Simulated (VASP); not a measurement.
# BiSb (CsCl type) (Pm-3m) in VASP: notebook

BiSb (CsCl type) is run at these levels: LDA; tasks: relaxation of cell and atoms.

Everything below comes from runs of VASP 6.6.1. Logs are shortened: lines on timing, memory, paths and dates and some standing lists are left out, and cuts for length are marked.

### Step 1. The cell of the first run

The structure is cubic, space group Pm-3m (No. 221). The conventional cell has a = 3.495 Å, b = 3.495 Å, c = 3.495 Å, α = 90.00°, β = 90.00°, γ = 90.00°. Within 4.0 Å of Sb (site symmetry m-3m) lie 8 Bi at 3.03 Å and 6 Sb at 3.49 Å. Bi (site symmetry m-3m) has 8 Sb at 3.03 Å and 6 Bi at 3.49 Å within 4.0 Å.

### Step 2. Relaxation of cell and atoms, LDA, target pressure 31 GPa, at which the enthalpy is minimised

INCAR reads:

```
PREC     = Accurate       # precision mode
ENCUT    = 600            # plane-wave cutoff, eV
EDIFF    = 1E-6           # SCF threshold, eV
ISMEAR   = -1             # smearing method
SIGMA    = 0.1            # smearing width, eV
LREAL    = False          # projectors in reciprocal space
LASPH    = True           # aspherical terms in the spheres
NELM     = 100            # most SCF steps
ALGO     = Normal         # electronic algorithm
ISIF     = 3              # what is computed and relaxed
LWAVE    = False          # write WAVECAR
LCHARG   = False          # write CHGCAR
IBRION   = 2              # ionic algorithm
NSW      = 32             # ionic steps
EDIFFG   = -0.005         # ionic threshold
PSTRESS  = 310.0
```

KPOINTS reads:

```
Automatic mesh
0
Gamma
  12 12 12
```

POSCAR reads:

```
BiSb
1.0
    3.4945626892      0.0000000000      0.0000000000
    0.0000000000      3.4945626892      0.0000000000
    0.0000000000      0.0000000000      3.4945626892
Sb Bi
1 1
Direct
    0.0000000000      0.0000000000      0.0000000000
    0.5000000000      0.5000000000      0.5000000000
```

Potentials or basis: VASP PAW LDA potentials, release 64 (Sb, Bi_d).

Started as:

```sh
$ cat potpaw_LDA.64/Sb/POTCAR potpaw_LDA.64/Bi_d/POTCAR > POTCAR
$ mpirun -np 1 vasp_std > vasp.out
```

OUTCAR:

```text
PREC = Accurate
   ENCUT = 600
   EDIFF = 1E-6
   ISMEAR = -1
   LREAL = False
   LASPH = True
   NELM = 100
   ISIF = 3
   IBRION = 2
   NSW = 32
   EDIFFG = -0.005
   PSTRESS = 310.0

 ion  position               nearest neighbor table
   1  0.000  0.000  0.000-   2 3.03   2 3.03   2 3.03   2 3.03   2 3.03   2 3.03   2 3.03   2 3.03

   2  0.500  0.500  0.500-   1 3.03   1 3.03   1 3.03   1 3.03   1 3.03   1 3.03   1 3.03   1 3.03

  LATTYP: Found a simple cubic cell.
 ALAT       =     3.4945626892

  Lattice vectors:

 A1 = (   3.4945626892,   0.0000000000,   0.0000000000)
 A2 = (   0.0000000000,   3.4945626892,   0.0000000000)
 A3 = (   0.0000000000,   0.0000000000,   3.4945626892)

Analysis of symmetry for initial positions (statically):
=====================================================================
 Subroutine PRICEL returns:
 Original cell was already a primitive cell.

 Routine SETGRP: Setting up the symmetry group for a
 simple cubic supercell.

 Subroutine GETGRP returns: Found 48 space group operations
 (whereof 48 operations were pure point group operations)
 out of a pool of 48 trial point group operations.

The static configuration has the point symmetry O_h .

Analysis of symmetry for dynamics (positions and initial velocities):
=====================================================================
 Subroutine PRICEL returns:
 Original cell was already a primitive cell.

 Routine SETGRP: Setting up the symmetry group for a
 simple cubic supercell.

 Subroutine GETGRP returns: Found 48 space group operations
 (whereof 48 operations were pure point group operations)
 out of a pool of 48 trial point group operations.

The dynamic configuration has the point symmetry O_h .

 Subroutine INISYM returns: Found 48 space group operations
 (whereof 48 operations are pure point group operations),
 and found     1 'primitive' translations

----------------------------------------------------------------------------------------

                                     Primitive cell

  volume of cell :      42.6755

  direct lattice vectors                    reciprocal lattice vectors
     3.494562689  0.000000000  0.000000000     0.286158838  0.000000000  0.000000000
     0.000000000  3.494562689  0.000000000     0.000000000  0.286158838  0.000000000
     0.000000000  0.000000000  3.494562689     0.000000000  0.000000000  0.286158838

  length of vectors
     3.494562689  3.494562689  3.494562689     0.286158838  0.286158838  0.286158838

  position of ions in fractional coordinates (direct lattice)
[... 100 lines left out ...]
  volume/ion in A,a.u.               =      21.34       143.99
  Fermi-wavevector in a.u.,A,eV,Ry     =   1.271624  2.403021 22.000990  1.617027
  Thomas-Fermi vector in A             =   2.404547
   LORBIT       =      0    0 simple, 1 ext, 2 COOP (PROOUT), +10 PAW based schemes
   GGA     = CA    functional components
   LHFCALC =     F    Hartree Fock is set to
   AEXX    =    0.0000 exact exchange contribution
   IVDW    =     0    specifies the selected vdW correction
   LEPSILON=     F    determine dielectric tensor
   LRPA    =     F    only Hartree local field effects (RPA)
 conjugate gradient relaxation of ions
 non-spin polarized calculation
  energy-cutoff  :      600.00
  volume of cell :       42.68
 maximum number of plane-waves:      1452
 NGX is ok and might be reduce to    28
   NGX = 13   NGY = 13   NGZ = 13

--------------------------------------- Ionic step        1  -------------------------------------------

 number of electron      20.0000004 magnetization

 Free energy of the ion-electron system (eV)
  ---------------------------------------------------
  ext. energy  EPLUGINS =         0.00000000
  ---------------------------------------------------
  free energy    TOTEN  =        -8.15550287 eV

  energy without entropy =       -8.11928042  energy(sigma->0) =       -8.13739165

------------------------ aborting loop because EDIFF is reached ----------------------------------------

  FORCE on cell =-STRESS in cart. coord.  units (eV):
  Direction    XX          YY          ZZ          XY          YZ          ZX
  --------------------------------------------------------------------------------------
  -------------------------------------------------------------------------------------
  Total        8.4177454      8.4177454      8.4177454      0.0000000     -0.0000000      0.0000000
  in kB      316.0296738    316.0296738    316.0296738      0.0000000     -0.0000000      0.0000000
  external PRESSURE =       6.0296738 kB  Pullay stress =     310.0000000 kB
[... 63 lines left out ...]
--------------------------------------- Ionic step        3  -------------------------------------------

 number of electron      20.0000005 magnetization

 Free energy of the ion-electron system (eV)
  ---------------------------------------------------
  ext. energy  EPLUGINS =         0.00000000
  ---------------------------------------------------
  free energy    TOTEN  =        -8.17874434 eV

  energy without entropy =       -8.14256617  energy(sigma->0) =       -8.16065525

 E-fermi :  12.5422     XC(G=0): -11.9095

 val. band max:       12.5381589759   @ k =   0.5000   0.0000   0.0000
 cond. band min:      12.5505725621   @ k =   0.5000   0.5000   0.1667
 fundamental gap:      0.0124135861
 Fermi energy:        12.5422011378

 k-point     1 :       0.0000    0.0000    0.0000
  band No.  band energies     occupation
      1     -10.8615      2.00000
      2     -10.8615      2.00000
      3     -10.7032      2.00000
      4     -10.7032      2.00000
      5     -10.7032      2.00000
      6      -3.4481      2.00000
      7       6.9312      2.00000
      8       9.8001      2.00000
      9       9.8001      2.00000
     10       9.8001      2.00000
     11      15.4115      0.00000
     12      15.4115      0.00000
     13      20.4203      0.00000
     14      20.4203      0.00000
[... 377 lines left out ...]
      1     -10.8252      2.00000
      2     -10.7920      2.00000
      3     -10.7484      2.00000
      4     -10.7369      2.00000
      5     -10.6541      2.00000
      6       0.1036      2.00000
      7       2.5120      2.00000
      8       5.9950      2.00000
      9       7.9151      2.00000
     10      13.5810      0.00006
     11      15.1920      0.00000
     12      15.4948      0.00000
     13      16.9795      0.00000
     14      20.4008      0.00000

 [... further k-points ...]

------------------------ aborting loop because EDIFF is reached ----------------------------------------

  FORCE on cell =-STRESS in cart. coord.  units (eV):
  Direction    XX          YY          ZZ          XY          YZ          ZX
  --------------------------------------------------------------------------------------
  -------------------------------------------------------------------------------------
  Total        8.2774730      8.2774730      8.2774730     -0.0000000     -0.0000000      0.0000000
  in kB      309.8981200    309.8981200    309.8981200     -0.0000000     -0.0000000      0.0000000
  external PRESSURE =      -0.1018800 kB  Pullay stress =     310.0000000 kB
[... 21 lines left out ...]
  energy  without entropy=       -8.1425661686  energy(sigma->0) =       -8.16065525

  enthalpy is  TOTEN    =         0.1014498699 eV   P V=        8.2801942080

 reached required accuracy - stopping structural energy minimisation
```

It took 99 s on 1 thread of Oxide Virtual Turin-like, shared host; peak memory 0.17 GiB.

What came out:

```yaml
Free_energy: -8.1787 eV
Relaxed_volume: 21.40 Å³/atom
Relaxed_cell: a = 3.498 Å, b = 3.498 Å, c = 3.498 Å, α = 90.00°, β = 90.00°, γ = 90.00°
Space_group_after_relaxing_to_0.1_Å: Pm-3m (No. 221)
Energy_change_on_relaxing_the_run_minimises_the_enthalpy: -11.6 meV/atom
Ionic_steps: 3
Pressure_after_relaxing: 31.0 GPa
Band_gap_on_the_k_mesh: zero (bands 10 and 11 overlap by 5.43 eV)
```

Step by step:
```
step  energy change (eV)  largest force (eV/Å)  pressure (GPa)  volume (Å³)
   1              0.0000                0.0000           31.60        42.68
   2             -0.0945                0.0000           29.29        43.17
   3             -0.0232                0.0000           30.99        42.79
```

Final structure:
```yaml
crystal:
  lattice:
    - [3.49781, 0.00000, 0.00000]
    - [0.00000, 3.49781, 0.00000]
    - [0.00000, 0.00000, 3.49781]
  atoms:
    - { symbol: Sb, position: [0.00000, 0.00000, 0.00000] }
    - { symbol: Bi, position: [0.50000, 0.50000, 0.50000] }
```

Levels at points of the mesh, in eV from the Fermi level:
```tsv
k point	band 8	band 9	band 10	band 11	band 12	band 13
(0.00, 0.00, 0.00)	-2.74	-2.74	-2.74	2.87	2.87	7.88
(0.50, 0.00, 0.00)	0.00	0.80	0.93	0.93	1.07	1.07
(0.50, 0.50, 0.00)	-7.44	-7.44	1.84	2.66	4.29	4.29
(0.50, 0.50, 0.50)	-3.82	-3.82	-3.82	-3.59	-3.59	-3.59
```

Caveat: the cell is relaxed towards a set pressure, so the run minimises the enthalpy, not the energy; spin-orbit coupling is left out, which moves the levels of the heavy elements.

### Step 3. Relaxation of cell and atoms, LDA, target pressure 31 GPa, at which the enthalpy is minimised

This run uses another cell than the first one, of 22.25 Å³/atom.

INCAR reads:

```
SYSTEM = BiSb
ALGO = Normal
EDIFF = 1E-6
EDIFFG = -0.005
ENCUT = 600
IBRION = 2
ISIF = 3
ISMEAR = -1
LASPH = .TRUE.
LCHARG = .FALSE.
LREAL = .FALSE.
LWAVE = .FALSE.
NELM = 80
NSW = 60
PREC = Accurate
PSTRESS = 310.0
SIGMA = 0.1
```

KPOINTS reads:

```
k-points
0
G
  12 12 12
  0 0 0
```

POSCAR reads:

```
BiSb
1.0
    3.5436843837      0.0000000000      0.0000000000
    0.0000000000      3.5436843837      0.0000000000
    0.0000000000      0.0000000000      3.5436843837
Sb Bi
1 1
Direct
    0.0000000000      0.0000000000      0.0000000000
    0.5000000000      0.5000000000      0.5000000000
```

Potentials or basis: VASP PAW LDA potentials, release 64 (Sb, Bi_d).

Started as:

```sh
$ cat potpaw_LDA.64/Sb/POTCAR potpaw_LDA.64/Bi_d/POTCAR > POTCAR
$ mpirun -np 1 vasp_std > vasp.out
```

Run time: 2.9 min. Hardware: 1 thread of Oxide Virtual Turin-like, shared host; peak memory 0.17 GiB.

The run converged. Its results:

| Item | Value |
| --- | --- |
| Free energy | -8.1842 eV |
| Relaxed volume | 21.41 Å³/atom |
| Relaxed cell | a = 3.499 Å, b = 3.499 Å, c = 3.499 Å, α = 90.00°, β = 90.00°, γ = 90.00° |
| Space group after relaxing (to 0.1 Å) | Pm-3m (No. 221) |
| Energy change on relaxing (the run minimises the enthalpy) | +143.0 meV/atom |
| Ionic steps | 6 |
| Pressure after relaxing | 31.0 GPa |
| Band gap on the k mesh | zero (bands 10 and 11 overlap by 5.43 eV) |

The path:
| step | energy change (eV) | largest force (eV/Å) | pressure (GPa) | volume (Å³) |
| --- | --- | --- | --- | --- |
| 1 | 0.0000 | 0.0000 | 23.97 | 44.50 |
| 2 | 1.4287 | 0.0000 | 56.04 | 38.51 |
| 3 | 0.2779 | 0.0000 | 30.68 | 42.86 |
| 4 | 0.2901 | 0.0000 | 30.85 | 42.80 |
| 5 | 0.3002 | 0.0000 | 31.10 | 42.75 |
| 6 | 0.2859 | 0.0000 | 30.99 | 42.82 |

Final structure:
```xyz
2
Lattice="3.4985 0.0000 0.0000 0.0000 3.4985 0.0000 0.0000 0.0000 3.4985" Properties=species:S:1:pos:R:3 pbc="T T T"
Sb    3.4985    3.4985    3.4985
Bi    1.7493    1.7493    1.7493
```

Levels at points of the mesh, in eV from the Fermi level:
```csv
k point,band 8,band 9,band 10,band 11,band 12,band 13
"(0.00, 0.00, 0.00)",-2.74,-2.74,-2.74,2.87,2.87,7.87
"(0.50, 0.00, 0.00)",-0.01,0.80,0.93,0.93,1.07,1.07
"(0.50, 0.50, 0.00)",-7.44,-7.44,1.84,2.65,4.29,4.29
"(0.50, 0.50, 0.50)",-3.82,-3.82,-3.82,-3.59,-3.59,-3.59
```

Caveat: the cell is relaxed towards a set pressure, so the run minimises the enthalpy, not the energy; spin-orbit coupling is left out, which moves the levels of the heavy elements.
